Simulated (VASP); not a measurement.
# Rh (Fm-3m) in VASP: notebook

Aim: see how the results for Rh move with the level of theory and the settings. Levels: HSE06, PBE. Tasks: single point.

All numbers are computed with VASP 6.6.1; they aren't measurements. Logs are shortened: lines on timing, memory, paths and dates and some standing lists are left out, and cuts for length are marked.

## (1) The cell of the first run

Symmetry: Fm-3m, No. 225, cubic system. Conventional cell: a = 3.843 Å, b = 3.843 Å, c = 3.843 Å, α = 90.00°, β = 90.00°, γ = 90.00°. Rh (site symmetry m-3m) has 12 Rh at 2.72 Å within 3.6 Å.

## (2) Single point, HSE06

The input, POSCAR:

```
Rh
1.0
    0.0000000000      1.9213621730      1.9213621730
    1.9213621730      0.0000000000      1.9213621730
    1.9213621730      1.9213621730      0.0000000000
Rh
1
Direct
    0.0000000000      0.0000000000      0.0000000000
```

The input, INCAR.step1:

```
PREC = Accurate ; ENCUT = 520
EDIFF = 1E-5 ; ISMEAR = -1
SIGMA = 0.1 ; LREAL = F
LASPH = T ; NELM = 100
ALGO = Normal ; ISIF = 2
LWAVE = T ; LCHARG = F
NBANDS = 14 ; GGA = PE
```

The input, INCAR.step2:

```
PREC = Accurate ; ENCUT = 520
EDIFF = 1E-6 ; ISMEAR = -1
SIGMA = 0.1 ; LREAL = F
LASPH = T ; NELM = 100
ALGO = Normal ; ISIF = 2
LWAVE = F ; LCHARG = F
GGA = PE ; LHFCALC = T
HFSCREEN = 0.2079 ; PRECFOCK = Normal
NBANDS = 14 ; ISTART = 1
```

The input, KPOINTS:

```
regular mesh
0
Gamma
  6 6 6
```

Potentials or basis: VASP PAW PBE potentials, release 64 (Rh_pv).

The run is started by

```
cat potpaw_PBE.64/Rh_pv/POTCAR > POTCAR
cp INCAR.step1 INCAR
mpirun -np 1 vasp_std > vasp.out
cp INCAR.step2 INCAR
mpirun -np 1 vasp_std > vasp.out
```

OUTCAR:

```text
PREC = Accurate
   ENCUT = 520
   EDIFF = 1E-6
   ISMEAR = -1
   LREAL = F
   LASPH = T
   NELM = 100
   ISIF = 2
   GGA = PE
   LHFCALC = T
   HFSCREEN = 0.2079
   PRECFOCK = Normal
   ISTART = 1

 ion  position               nearest neighbor table
   1  0.000  0.000  0.000-

  LATTYP: Found a face centered cubic cell.
 ALAT       =     3.8427243460

  Lattice vectors:

 A1 = (   0.0000000000,   1.9213621730,   1.9213621730)
 A2 = (   1.9213621730,   0.0000000000,   1.9213621730)
 A3 = (   1.9213621730,   1.9213621730,   0.0000000000)

Analysis of symmetry for initial positions (statically):
=====================================================================
 Subroutine PRICEL returns:
 Original cell was already a primitive cell.

 Routine SETGRP: Setting up the symmetry group for a
 face centered cubic supercell.

 Subroutine GETGRP returns: Found 48 space group operations
 (whereof 48 operations were pure point group operations)
 out of a pool of 48 trial point group operations.

The static configuration has the point symmetry O_h .

Analysis of symmetry for dynamics (positions and initial velocities):
=====================================================================
 Subroutine PRICEL returns:
 Original cell was already a primitive cell.

 Routine SETGRP: Setting up the symmetry group for a
 face centered cubic supercell.

 Subroutine GETGRP returns: Found 48 space group operations
 (whereof 48 operations were pure point group operations)
 out of a pool of 48 trial point group operations.

The dynamic configuration has the point symmetry O_h .

 Subroutine INISYM returns: Found 48 space group operations
 (whereof 48 operations are pure point group operations),
 and found     1 'primitive' translations

----------------------------------------------------------------------------------------

                                     Primitive cell

  volume of cell :      14.1859

  direct lattice vectors                    reciprocal lattice vectors
     0.000000000  1.921362173  1.921362173    -0.260232041  0.260232041  0.260232041
     1.921362173  0.000000000  1.921362173     0.260232041 -0.260232041  0.260232041
     1.921362173  1.921362173  0.000000000     0.260232041  0.260232041 -0.260232041

  length of vectors
     2.717216443  2.717216443  2.717216443     0.450735117  0.450735117  0.450735117

  position of ions in fractional coordinates (direct lattice)
     0.000000000  0.000000000  0.000000000

  ion indices of the primitive-cell ions
   primitive index   ion index
                 1           1

----------------------------------------------------------------------------------------

 KPOINTS: regular mesh

Automatic generation of k-mesh.
 Grid dimensions read from file:
 generate k-points for:    6    6    6

 Generating k-lattice:

  Cartesian coordinates                     Fractional coordinates (reciprocal lattice)
    -0.043372007  0.043372007  0.043372007     0.166666667  0.000000000  0.000000000
     0.043372007 -0.043372007  0.043372007     0.000000000  0.166666667  0.000000000
     0.043372007  0.043372007 -0.043372007     0.000000000  0.000000000  0.166666667

  Length of vectors
     0.075122519  0.075122519  0.075122519

  Shift w.r.t. Gamma in fractional coordinates (k-lattice)
     0.000000000  0.000000000  0.000000000

 Subroutine IBZKPT returns following result:
 ===========================================

 Found     16 irreducible k-points:

 Following reciprocal coordinates:
            Coordinates               Weight
  0.000000  0.000000  0.000000      1.000000
  0.166667  0.000000  0.000000      8.000000
  0.333333  0.000000  0.000000      8.000000
  0.500000  0.000000  0.000000      4.000000
  0.166667  0.166667  0.000000      6.000000
  0.333333  0.166667  0.000000     24.000000
[... 8 lines left out ...]
 -0.333333  0.333333  0.166667     24.000000
 -0.333333  0.500000  0.166667     12.000000
   k-points           NKPTS =     16   k-points in BZ     NKDIM =    216   number of bands    NBANDS=     14
   number of dos      NEDOS =    301   number of ions     NIONS =      1
   total plane-waves  NPLWV =   8000
   dimension x,y,z NGX =    20 NGY =   20 NGZ =   20
   dimension x,y,z NGXF=    40 NGYF=   40 NGZF=   40
   ions per type =               1
   NGX,Y,Z   is equivalent  to a cutoff of  12.24, 12.24, 12.24 a.u.
   NGXF,Y,Z  is equivalent  to a cutoff of  24.47, 24.47, 24.47 a.u.
 SYSTEM =  unknown system
   PREC   = accura    normal or accurate (medium, high low for compatibility)
   ISTART =      1    job   : 0-new  1-cont  2-samecut
   ICHARG =      0    charge: 1-file 2-atom 10-const
   ISPIN  =      1    spin polarized calculation?
   LNONCOLLINEAR =      F non collinear calculations
   LSORBIT =      F    spin-orbit coupling
   LASPH  =      T    aspherical Exc in radial PAW
   ENCUT  =  520.0 eV  38.22 Ry    6.18 a.u.   5.05  5.05  5.05*2*pi/ulx,y,z
   NELM   =    100;   NELMIN=  2; NELMDL=  0     # of ELM steps
   EDIFF  = 0.1E-05   stopping-criterion for ELM
   LREAL  =      F    real-space projection
   EDIFFG = 0.1E-04   stopping-criterion for IOM
   NSW    =      0    number of steps for IOM
   IBRION =     -1    ionic relax: 0-MD 1-quasi-New 2-CG
   NFREE  =      0    steps in history (QN), initial steepest desc. (CG)
   ISIF   =      2    stress and relaxation
   ISYM   =      3    0-nonsym 1-usesym 2-fastsym
   POTIM  = 0.5000    time-step for ionic-motion
   TEBEG  =    0.0;   TEEND  =   0.0 temperature during run
   PSTRESS=    0.0 pullay stress
   NELECT =      15.0000    total number of electrons
   NUPDOWN=      -1.0000    fix difference up-down
   EMIN   =  10.00;   EMAX   =-10.00  energy-range for DOS
   EFERMI =   0.00;   METHOD = LEGACY
   ISMEAR =    -1;   SIGMA  =   0.10  broadening in eV -4-tet -1-fermi 0-gaus
   EFERMI_NEDOS =   21; number of points for ismear=-14 and -15
   IALGO  =     38    algorithm
   IMIX   =      1    mixing-type and parameters
     AMIX     =   0.40;   BMIX     =  1.00
     AMIX_MAG =   1.60;   BMIX_MAG =  1.00
  volume/ion in A,a.u.               =      14.19        95.73
  Fermi-wavevector in a.u.,A,eV,Ry     =   1.667833  3.151748 37.846897  2.781668
  Thomas-Fermi vector in A             =   2.753786
   LORBIT       =      0    0 simple, 1 ext, 2 COOP (PROOUT), +10 PAW based schemes
   GGA     = PE    functional components
   LHFCALC =     T    Hartree Fock is set to
   PRECFOCK=normal    Normal, Fast or Accurate (Low or Medium for compatibility)
   ENCUT4O =  -1.0   cutoff for four orbital integrals eV
   NKREDX  =     1    reduce k-point grid by
   NKREDY  =     1    reduce k-point grid by
   NKREDZ  =     1    reduce k-point grid by
   AEXX    =    0.2500 exact exchange contribution
   HFSCREEN=    0.2079 screening length (either q_TF or 0.3 A-1)
   HFSCREENC=   0.2079 screening length for correlation (either q_TF or 0.3 A-1)
   ENCUTFOCK=  -1.0 apply spherical cutoff to Coloumb kernel
   IVDW    =     0    specifies the selected vdW correction
   LEPSILON=     F    determine dielectric tensor
   LRPA    =     F    only Hartree local field effects (RPA)
 non-spin polarized calculation
  energy-cutoff  :      520.00
  volume of cell :       14.19
 maximum number of plane-waves:       392
  NGX = 16; NGY = 16; NGZ = 16

 number of electron      15.0000000 magnetization

 Free energy of the ion-electron system (eV)
  ---------------------------------------------------
  ext. energy  EPLUGINS =         0.00000000
  ---------------------------------------------------
  free energy    TOTEN  =        -8.35436062 eV

  energy without entropy =       -8.29501850  energy(sigma->0) =       -8.32468956

 E-fermi :  10.6937     XC(G=0): -11.2303

 val. band max:       10.6587511267   @ k =   0.3333   0.3333   0.0000
 cond. band min:      10.7984210108   @ k =   0.3333   0.1667   0.0000
 fundamental gap:      0.1396698841
 Fermi energy:        10.6937390724

 k-point     1 :       0.0000    0.0000    0.0000
  band No.  band energies     occupation
      1     -38.4347      2.00000
      2     -38.4347      2.00000
      3     -38.4347      2.00000
      4       2.4481      2.00000
      5       7.4117      2.00000
      6       7.4117      2.00000
      7       7.4117      2.00000
      8       9.3561      2.00000
      9       9.3561      2.00000
     10      28.1367      0.00000
     11      33.6516      0.00000
     12      33.6516      0.00000
     13      33.6516      0.00000
     14      36.6542      0.00000

 k-point     2 :       0.1667    0.0000    0.0000
  band No.  band energies     occupation
      1     -38.6365      2.00000
      2     -38.4650      2.00000
      3     -38.4650      2.00000
      4       3.5469      2.00000
      5       7.1167      2.00000
      6       7.7464      2.00000
      7       7.7464      2.00000
      8       9.3388      2.00000
      9       9.3388      2.00000
     10      29.3182      0.00000
     11      29.8440      0.00000
     12      35.1664      0.00000
     13      35.1664      0.00000
     14      36.6549      0.00000

 k-point     3 :       0.3333    0.0000    0.0000
  band No.  band energies     occupation
      1     -39.0308      2.00000
      2     -38.5238      2.00000
      3     -38.5238      2.00000
      4       4.4427      2.00000
      5       7.4619      2.00000
      6       7.4619      2.00000
      7       8.9344      2.00000
      8      10.5498      1.61673
      9      10.5498      1.61673
     10      24.3684      0.00000
     11      28.8196      0.00000
     12      35.7309      0.00000
     13      35.7309      0.00000
     14      36.6539      0.00000

 k-point     4 :       0.5000    0.0000    0.0000
  band No.  band energies     occupation
      1     -39.2226      2.00000
      2     -38.5529      2.00000
      3     -38.5529      2.00000
      4       4.2199      2.00000
      5       7.1568      2.00000
      6       7.1568      2.00000
      7      11.5260      0.00049
      8      11.5260      0.00049
      9      11.9244      0.00001
     10      20.4663      0.00000
     11      27.6048      0.00000
     12      33.4551      0.00000
     13      33.4551      0.00000
     14      36.6539      0.00000

 k-point     5 :       0.1667    0.1667    0.0000
  band No.  band energies     occupation
      1     -38.6322      2.00000
      2     -38.5103      2.00000
      3     -38.5103      2.00000
      4       3.9134      2.00000
      5       6.5011      2.00000
      6       8.2875      2.00000
      7       8.2875      2.00000
      8       8.5605      2.00000
      9       9.7945      1.99975
     10      30.1268      0.00000
     11      31.3040      0.00000
[... 140 lines left out ...]
 k-point    14 :       0.5000    0.3333    0.1667
  band No.  band energies     occupation
      1     -39.0265      2.00000
      2     -38.7619      2.00000
      3     -38.6202      2.00000
      4       5.6650      2.00000
      5       5.8368      2.00000
      6       7.1492      2.00000
      7       9.6418      1.99995
      8      10.5059      1.73488
      9      14.6438      0.00000
     10      25.3713      0.00000
     11      26.0377      0.00000
     12      29.0545      0.00000
     13      35.7663      0.00000
     14      36.6522      0.00000

 k-point    15 :      -0.3333    0.3333    0.1667
  band No.  band energies     occupation
      1     -39.0500      2.00000
      2     -38.8569      2.00000
      3     -38.6651      2.00000
      4       5.6573      2.00000
      5       6.0321      2.00000
      6       7.2820      2.00000
      7       9.0136      2.00000
      8      11.4908      0.00069
      9      18.7769      0.00000
     10      20.3827      0.00000
     11      26.5271      0.00000
     12      26.8881      0.00000
     13      34.9145      0.00000
     14      36.6545      0.00000

 k-point    16 :      -0.3333    0.5000    0.1667
  band No.  band energies     occupation
      1     -39.0692      2.00000
      2     -38.8455      2.00000
      3     -38.7371      2.00000
      4       4.7758      2.00000
      5       5.4174      2.00000
      6       8.4727      2.00000
      7       9.7926      1.99976
      8      12.1450      0.00000
      9      18.9399      0.00000
     10      23.3704      0.00000
     11      23.4973      0.00000
     12      24.6093      0.00000
     13      36.4460      0.00000
     14      36.6531      0.00000

------------------------ aborting loop because EDIFF is reached ----------------------------------------

  FORCE on cell =-STRESS in cart. coord.  units (eV):
  Direction    XX          YY          ZZ          XY          YZ          ZX
  --------------------------------------------------------------------------------------
  -------------------------------------------------------------------------------------
  Total       -0.9311814     -0.9311814     -0.9311814      0.0000000      0.0000000      0.0000000
  in kB     -105.1688648   -105.1688648   -105.1688648      0.0000000      0.0000000      0.0000000
  external PRESSURE =    -105.1688648 kB  Pullay stress =       0.0000000 kB

 VOLUME and BASIS-vectors are now :
 -----------------------------------------------------------------------------
  energy-cutoff  :      520.00
  volume of cell :       14.19
      direct lattice vectors                 reciprocal lattice vectors
     0.000000000  1.921362173  1.921362173    -0.260232041  0.260232041  0.260232041
     1.921362173  0.000000000  1.921362173     0.260232041 -0.260232041  0.260232041
     1.921362173  1.921362173  0.000000000     0.260232041  0.260232041 -0.260232041

 POSITION                                       TOTAL-FORCE (eV/Angst)
 -----------------------------------------------------------------------------------
      0.00000      0.00000      0.00000         0.000000      0.000000     -0.000000
 -----------------------------------------------------------------------------------
    total drift:                               -0.000012     -0.000042     -0.000042

  FREE ENERGIE OF THE ION-ELECTRON SYSTEM (eV)
  ---------------------------------------------------
  free  energy   TOTEN  =        -8.3543606183 eV

  energy  without entropy=       -8.2950184959  energy(sigma->0) =       -8.32468956
```

It took 17 min on 1 thread of Intel Xeon Platinum 8259CL at 2.50GHz (Skylake/Cascade Lake), shared host; peak memory 0.23 GiB.

Results:

```
Free energy : -8.3544 eV
Pressure    : -10.5 GPa
```

Caveat: the k points lie up to 0.47 Å⁻¹ apart; the PAW data sets were made with another functional, which shifts forces and pressure a little.

## (3) Single point, PBE

This run uses another cell than the first one, of 14.05 Å³/atom, 0.990 times its volume.

The input, INCAR:

```
SYSTEM = Rh
PREC = Accurate
ENCUT = 500
EDIFF = 1E-6
ISMEAR = -1
SIGMA = 0.1
LREAL = .FALSE.
LASPH = .TRUE.
NELM = 120
ALGO = Normal
ISIF = 2
LWAVE = .FALSE.
LCHARG = .FALSE.
GGA = PE
NBANDS = 14
GGA_COMPAT = .FALSE.
```

The input, KPOINTS:

```
regular mesh
0
G
  12 12 12
  0 0 0
```

The input, POSCAR:

```
Rh
1.0
    0.0000000000      1.9150000000      1.9150000000
    1.9150000000      0.0000000000      1.9150000000
    1.9150000000      1.9150000000      0.0000000000
Rh
1
Direct
    0.0000000000      0.0000000000      0.0000000000
```

Potentials or basis: VASP PAW PBE potentials, release 64 (Rh_pv).

The run is started by

```
cat potpaw_PBE.64/Rh_pv/POTCAR > POTCAR
mpirun -np 1 vasp_std > vasp.out
```

Wall time 10 s (1 thread of Intel Xeon Platinum 8488C (Sapphire Rapids), shared host); peak memory 0.13 GiB.

Results (log left out):

```
Free energy : -7.2803 eV
Pressure    : 0.5 GPa
```

Levels at points of the mesh, in eV from the Fermi level:
| k point | band 3 | band 4 | band 5 | band 6 | band 7 | band 8 | band 9 | band 10 | band 11 | band 12 |
| --- | --- | --- | --- | --- | --- | --- | --- | --- | --- | --- |
| (0.00, 0.00, 0.00) | -46.33 | -7.78 | -2.96 | -2.96 | -2.96 | -0.95 | -0.95 | 16.03 | 20.59 | 21.37 |
| (0.50, 0.00, 0.00) | -46.43 | -5.92 | -3.03 | -3.03 | 0.56 | 0.56 | 0.78 | 8.44 | 15.53 | 20.59 |
| (0.50, 0.50, 0.00) | -46.58 | -6.10 | -5.74 | 0.53 | 0.96 | 0.96 | 3.26 | 12.02 | 13.22 | 13.22 |

(Continued in part 2 of 2.)
